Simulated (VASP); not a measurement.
Set up this calculation in VASP 6.6.1, as the native input.

* Task: single point
* Functional: PBE
* Potentials or basis: VASP PAW PBE potentials, release 64 (Li_sv, H)
* Cutoff: 750 eV
* k mesh: 10 × 10 × 10
* Occupations: gaussian, width 0.05 eV
* Spin: no spin polarisation
* Dipole correction: no
* Further INCAR settings: ALGO = Normal; EDIFF = 1e-06; NBANDS = 9

The structure of LiH lies in POSCAR:

```
LiH
1.0
    0.0000000000      1.9918500000      2.0325000000
    2.0325000000      0.0000000000      2.0325000000
    2.0325000000      1.9918500000      0.0000000000
Li H
1 1
Direct
    0.0000000000      0.0000000000      0.0000000000
    0.5000000000      0.5000000000      0.5000000000
```

This cell differs from its parent crystal: strain -0.0200 x Voigt [0, 1, 0, 0, 0, 0].

One way to write it, as run:

INCAR

```
SYSTEM = LiH
PREC     = Accurate       ! precision mode
ENCUT    = 750            ! plane-wave cutoff, eV
EDIFF    = 1E-6           ! SCF threshold, eV
ISMEAR   = 0              ! smearing method
SIGMA    = 0.05           ! smearing width, eV
LREAL    = .False.        ! projectors in reciprocal space
LASPH    = .True.         ! aspherical terms in the spheres
NELM     = 120            ! most SCF steps
ALGO     = Normal         ! electronic algorithm
ISIF     = 2              ! what is computed and relaxed
LWAVE    = .False.        ! write WAVECAR
LCHARG   = .False.        ! write CHGCAR
GGA      = PE             ! functional
NBANDS   = 9              ! bands
GGA_COMPAT= .False.
```

KPOINTS

```
regular mesh
0
Gamma
  10 10 10
  0 0 0
```

Potentials or basis: VASP PAW PBE potentials, release 64 (Li_sv, H).

Run with:

```console
$ cat potpaw_PBE.64/Li_sv/POTCAR potpaw_PBE.64/H/POTCAR > POTCAR
$ mpirun -np 1 vasp_std > vasp.out
```

It gave:

```json
{"Pressure": "-1.0 GPa", "Band gap on the k mesh": "2.81 eV, indirect (least direct gap 2.96 eV)"}
```

Caveat: the cell differs from its parent crystal (strain -0.0200 x Voigt [0, 1, 0, 0, 0, 0]).

It took 41 s on 1 thread of AMD EPYC 7R13, with other jobs on the host, peak memory 0.13 GiB.
